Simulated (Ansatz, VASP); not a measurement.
## One calculation of Si2W, two programs

Contents of INCAR:

```
PREC     = Accurate       # precision mode
ENCUT    = 600            # plane-wave cutoff, eV
EDIFF    = 1E-6           # SCF threshold, eV
ISMEAR   = -1             # smearing method
SIGMA    = 0.05           # smearing width, eV
LREAL    = False          # projectors in reciprocal space
LASPH    = True           # aspherical terms in the spheres
NELM     = 60             # most SCF steps
ALGO     = Normal         # electronic algorithm
ISIF     = 3              # what is computed and relaxed
LWAVE    = False          # write WAVECAR
LCHARG   = False          # write CHGCAR
GGA      = CA             # functional
IBRION   = 2              # ionic algorithm
NSW      = 60             # ionic steps
EDIFFG   = -0.01          # ionic threshold
```

The input KPOINTS:

```
regular mesh
0
Gamma
  7 7 4
```

POSCAR

```
Si2W
1.0
    4.6168523821      0.0000000000      0.0000000000
   -2.3084261911      3.9983114484      0.0000000000
    0.0000000000      0.0000000000      6.6532220000
W Si
3 6
Direct
    0.5000000000      0.0000000000      0.5000000000
    0.5000000000      0.5000000000      0.8333333333
    0.0000000000      0.5000000000      0.1666666667
    0.3272520000      0.1636260000      0.1666666667
    0.8363740000      0.1636260000      0.8333333333
    0.1636260000      0.3272520000      0.5000000000
    0.6727480000      0.8363740000      0.1666666667
    0.1636260000      0.8363740000      0.8333333333
    0.8363740000      0.6727480000      0.5000000000
```

File input.yaml:

```yaml
crystal:
  lattice:
    - [4.6168523821, 0.0, 0.0]
    - [-2.3084261911, 3.9983114484, 0.0]
    - [0.0, 0.0, 6.653222]
  atoms:
    - { symbol: W, position: [0.5, 0.0, 0.5] }
    - { symbol: W, position: [0.5, 0.5, 0.8333333333] }
    - { symbol: W, position: [0.0, 0.5, 0.1666666667] }
    - { symbol: Si, position: [0.327252, 0.163626, 0.1666666667] }
    - { symbol: Si, position: [0.836374, 0.163626, 0.8333333333] }
    - { symbol: Si, position: [0.163626, 0.327252, 0.5] }
    - { symbol: Si, position: [0.672748, 0.836374, 0.1666666667] }
    - { symbol: Si, position: [0.163626, 0.836374, 0.8333333333] }
    - { symbol: Si, position: [0.836374, 0.672748, 0.5] }
hamiltonian:
  xc: lda
  pseudopotentials: { kind: paw }
kpoints:
  mp_grid: { grid: [7, 7, 4] }
scf:
  occupations: { method: fermi_dirac, width: 0.05 }
output:
  forces: true
  stress: true
  eigenvalues: true
relax:
  f_tol: 0.01
  max_steps: 40
  cell: { stress_tol: 0.05 }
```

Alike in both runs: task relaxation of cell and atoms; functional LDA; k mesh 7 × 7 × 4; occupations fermi-dirac, width 0.05 eV; no spin polarisation.

|  | VASP | Ansatz |
| --- | --- | --- |
| version | VASP 6.6.1 | Ansatz 0.2.0 |
| potentials or method | VASP PAW LDA potentials, release 64 (W_sv, Si) | Ansatz PAW |
| plane-wave cutoff (eV) | 600 | 420 |
| valence electrons in the cell | 66 | 66 |

Ansatz gave:

```
gap on the k mesh at the Fermi level, each at its own relaxed structure (eV) : 0.21
relaxed volume (Å³/atom)                                                     : 13.09
relaxed cell length with the largest relative difference (Å)                 : 6.565
```

Q: Estimate VASP's values.

A: gap on the k mesh at the Fermi level, each at its own relaxed structure (eV): 0.21; relaxed volume (Å³/atom): 13.13; relaxed cell length with the largest relative difference (Å): 6.572.

LDA's correlation is that of Perdew and Zunger in VASP and of Perdew and Wang (1992) in Ansatz.

Neither program's run includes spin-orbit coupling. Noted on Ansatz's run: odd divisions of the mesh miss points on the zone boundary, where band edges often lie, so the gap on the mesh can be too wide; the plane-wave basis is chosen anew once the cell has moved, so the energies of steps on either side of that aren't comparable.
